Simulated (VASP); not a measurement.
Crystal: CdS.

```xyz
2
Lattice="0.0000 2.7473 2.7473 2.7473 0.0000 2.7473 2.7473 2.7473 0.0000" Properties=species:S:1:pos:R:3 pbc="T T T"
Cd    0.0000    0.0000    0.0000
S     2.7473    2.7473    2.7473
```

| Item | Value |
| --- | --- |
| Program | VASP 6.6.1 |
| Task | relaxation of cell and atoms |
| Functional | LDA |
| Potentials or basis | VASP PAW LDA potentials, release 64 (Cd_sv_GW, S) |
| Cutoff | 630 eV |
| k mesh | 8 × 8 × 8 |
| Occupations | fermi-dirac, width 0.02 eV |
| Spin | no spin polarisation |

At the start: pressure -6.5 GPa; volume 20.74 Å³/atom.

Question: Where does the relaxation end?

Answer: Over 3 steps the energy falls by 36.8 meV/atom and the volume is 19.06 Å³/atom (-8.1 %); space group Fm-3m (No. 225, to 0.1 Å) before and after.

The path:
| step | energy change (eV) | largest force (eV/Å) | pressure (GPa) | volume (Å³) |
| --- | --- | --- | --- | --- |
| 1 | 0.0000 | 0.0000 | -6.51 | 41.47 |
| 2 | -0.0552 | 0.0000 | 4.09 | 36.62 |
| 3 | -0.0736 | 0.0000 | 0.00 | 38.12 |

Final structure:
```
CELL_PARAMETERS angstrom
0.00000 2.67120 2.67120
2.67120 0.00000 2.67120
2.67120 2.67120 0.00000
ATOMIC_POSITIONS crystal
Cd 0.00000 0.00000 0.00000
S 0.50000 0.50000 0.50000
```

Caveat: the structure was generated, so it needn't be the stable form of CdS.
